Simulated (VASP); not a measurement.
Y: relaxation of cell and atoms with r2SCAN

Crystal: Y.

```
CELL_PARAMETERS angstrom
0.00000 2.54500 2.54500
2.54500 0.00000 2.54500
2.54500 2.54500 0.00000
ATOMIC_POSITIONS crystal
Y 0.00000 0.00000 0.00000
```

This isn't the form of Y at room conditions, which is hcp.

```json
{
  "Program": "VASP 6.6.1",
  "Task": "relaxation of cell and atoms",
  "Functional": "r2SCAN",
  "Potentials or basis": "VASP PAW PBE potentials, release 64 (Y_sv)",
  "Cutoff": "550 eV",
  "k mesh": "8 × 8 × 8",
  "Occupations": "methfessel-paxton, width 0.05 eV",
  "Spin": "no spin polarisation",
  "Dipole correction": "no",
  "Further INCAR settings": "ALGO = Normal; EDIFF = 1e-07; IBRION = 2; EDIFFG = -0.02; NSW = 60; ISIF = 3"
}
```

| Property | Result |
| --- | --- |
| Relaxed volume | 32.86 Å³/atom |
| Relaxed cell | a = 3.595 Å, b = 3.595 Å, c = 3.595 Å, α = 60.00°, β = 60.00°, γ = 60.00° |
| Space group after relaxing (to 0.1 Å) | Fm-3m (No. 225) |
| Energy gained by relaxing | 0.0 meV/atom |
| Ionic steps | 2 |
| Pressure after relaxing | 0.0 GPa |
| Band gap on the k mesh | zero (an odd number of electrons rules out a gap without spin polarisation) |

Final structure:
```yaml
crystal:
  lattice:
    - [0.00000, 2.54216, 2.54216]
    - [2.54216, 0.00000, 2.54216]
    - [2.54216, 2.54216, 0.00000]
  atoms:
    - { symbol: Y, position: [0.00000, 0.00000, 0.00000] }
```

Levels at points of the mesh, in eV from the Fermi level:
| k point | band 1 | band 2 | band 3 | band 4 | band 5 | band 6 | band 7 | band 8 | band 9 |
| --- | --- | --- | --- | --- | --- | --- | --- | --- | --- |
| (0.00, 0.00, 0.00) | -44.22 | -23.26 | -23.26 | -23.26 | -5.02 | 2.02 | 2.02 | 2.02 | 4.13 |
| (0.50, 0.00, 0.00) | -44.15 | -23.84 | -23.34 | -23.34 | -2.02 | 0.39 | 1.83 | 1.83 | 5.57 |
| (0.50, 0.50, 0.00) | -44.13 | -23.80 | -23.46 | -23.46 | -1.81 | -0.85 | 1.96 | 5.61 | 5.98 |

Run time: 2 min on 1 thread of Intel(R) Xeon(R) Platinum 8259CL CPU @ 2.50GHz (Skylake/Cascade Lake), on a shared host, peak memory 0.18 GiB.

Caveat: the PAW data sets were made with another functional, which shifts forces and pressure a little.
